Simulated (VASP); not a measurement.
A run of VASP 6.6.1:

INCAR

```
SYSTEM = KI
PREC = Accurate
ENCUT = 520
EDIFF = 1E-8
ISMEAR = 0
SIGMA = 0.01
LREAL = .False.
LASPH = .True.
NELM = 60
ALGO = Normal
ISIF = 2
LWAVE = .False.
LCHARG = .False.
GGA = PE
NBANDS = 15
IBRION = 8
NSW = 1
LEPSILON = .True.
```

KPOINTS

```
Automatic mesh
0
Gamma
  6 6 6
  0 0 0
```

File POSCAR:

```
KI
1.0
    4.4005000000      0.0000000000      0.0000000000
    0.0000000000      4.4005000000      0.0000000000
    0.0000000000      0.0000000000      4.4005000000
K I
1 1
Direct
    0.0000000000      0.0000000000      0.0000000000
    0.5000000000      0.5000000000      0.5000000000
```

Potentials or basis: VASP PAW PBE potentials, release 64 (K_sv, I).

Command:

```bash
$ cat potpaw_PBE.64/K_sv/POTCAR potpaw_PBE.64/I/POTCAR > POTCAR
$ mpirun -np 1 vasp_std > vasp.out
```

Hardware: 1 thread of Intel Xeon 8259CL, with other jobs on the host.

Q: Estimate the wall time of this run.

A: Run time: 18 min on 1 thread of Intel Xeon 8259CL, on a shared host, peak memory 0.33 GiB. Counts: scf iterations 219, k points 20.
